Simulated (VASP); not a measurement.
SrCl2: single point with r2SCAN

The system is SrCl2.

```
CELL_PARAMETERS angstrom
0.05219 3.51493 3.51493
3.51493 0.05219 3.51493
3.51493 3.51493 0.05219
ATOMIC_POSITIONS crystal
Sr 0.00000 0.00000 0.00000
Cl 0.24874 0.24874 0.24874
Cl 0.75126 0.75126 0.75126
```

This cell differs from its parent crystal: epitaxial 111 strain -1.0%.

```yaml
Program: VASP 6.6.1
Task: single point
Functional: r2SCAN
Potentials_or_basis: VASP PAW PBE potentials, release 64 (Sr_sv, Cl)
Cutoff: 520 eV
k_mesh: 6 × 6 × 6
Occupations: gaussian, width 0.01 eV
Spin: no spin polarisation
Dipole_correction: no
Further_INCAR_settings: ALGO = Normal; EDIFF = 1e-06; NBANDS = 19
```

```json
{
 "Pressure": "0.3 GPa",
 "Largest force": "0.004 eV/Å",
 "Band gap on the k mesh": "5.97 eV (least direct gap 5.99 eV)"
}
```

Forces on the atoms (eV/Å):
```
Sr   0.000  0.000  0.000
Cl   0.002  0.002  0.002
Cl  -0.002 -0.002 -0.002
```

Stress tensor (GPa, compression positive):
```
 0.34 -0.14 -0.14
-0.14  0.34 -0.14
-0.14 -0.14  0.34
```

Levels at points of the mesh, in eV from the valence-band top:
```
           k point  band 9  band 10  band 11  band 12  band 13  band 14  band 15  band 16
(0.00, 0.00, 0.00)   -2.14    -0.36    -0.36    -0.33     5.97     6.69     6.69     9.45
(0.50, 0.00, 0.00)   -1.48    -1.35    -1.09    -1.03     7.24     7.37     8.25     8.29
(0.50, 0.50, 0.00)   -1.90    -0.43    -0.38     0.00     5.99     7.78     8.22     8.69
(0.50, 0.50, 0.50)   -1.48    -1.34    -1.08    -1.08     7.26     7.26     8.16     8.19
```

Wall time 6.6 min on 1 thread of Intel Xeon 8259CL, with other jobs on the host, peak memory 0.28 GiB.

Caveat: the cell differs from its parent crystal (epitaxial 111 strain -1.0%); the structure was generated, so it needn't be the stable form of SrCl2; the PAW data sets were made with another functional, which shifts forces and pressure a little. A k mesh can miss the band edges.
